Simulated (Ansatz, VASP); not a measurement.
**Ni in VASP and in Ansatz**

Contents of INCAR:

```
PREC = Accurate
ENCUT = 520
EDIFF = 1E-8
ISMEAR = -1
SIGMA = 0.05
LREAL = F
LASPH = T
NELM = 150
ALGO = Normal
ISIF = 2
LWAVE = F
LCHARG = F
ISPIN = 2
MAGMOM = 1.5
LORBIT = 11
LMAXMIX = 4
GGA = CA
LEFG = T
NBANDS = 15
```

The input KPOINTS:

```
Automatic mesh
0
Gamma
  20 20 20
```

The input POSCAR:

```
Ni
1.0
    0.0000000000      1.7560842062      1.7560842062
    1.7560842062      0.0000000000      1.7560842062
    1.7560842062      1.7560842062      0.0000000000
Ni
1
Direct
    0.0000000000      0.0000000000      0.0000000000
```

Input for Ansatz:

```yaml
crystal:
  lattice:
    - [0.0, 1.7560842062, 1.7560842062]
    - [1.7560842062, 0.0, 1.7560842062]
    - [1.7560842062, 1.7560842062, 0.0]
  atoms:
    - { symbol: Ni, position: [0.0, 0.0, 0.0], spin: 1.5 }
magnetization:
  spin_polarized: true
kpoints:
  mp_grid: { grid: [20, 20, 20] }
scf:
  occupations: { method: fermi_dirac, width: 0.05 }
hamiltonian:
  xc: lda
  pseudopotentials: { kind: all_electron, datasets: crystal }
output:
  forces: true
  stress: true
  eigenvalues: true
  efg: { contact_densities: true }
```

Change from the starting cell: volume scaled by 0.98, crystal datasets.

Alike in both runs: task electric field gradients; functional LDA; k mesh 20 × 20 × 20; occupations fermi-dirac, width 0.05 eV; collinear spin.

|  | VASP | Ansatz |
| --- | --- | --- |
| version | VASP 6.6.1 | Ansatz 0.2.0 |
| potentials or method | VASP PAW LDA potentials, release 64 (Ni), cutoff 520 eV | all-electron PAW with datasets made for the crystal, scalar-relativistic |

Ansatz gave:

```
pressure (GPa)                                                : -16.2
net moment per atom (μB)                                      : 0.62
size of the moment on the site where the two differ most (μB) : 0.65
```

Problem. Estimate VASP's values.

Solution. Pressure (GPa): -16.0; net moment per atom (μB): 0.61; size of the moment on the site where the two differ most (μB): 0.61.

LDA's correlation is that of Perdew and Zunger in VASP and of Perdew and Wang (1992) in Ansatz. Site moments also hang on the region over which each program counts them. Ansatz ran all-electron here, and VASP with PAW potentials. Ansatz's warnings: printed levels off.
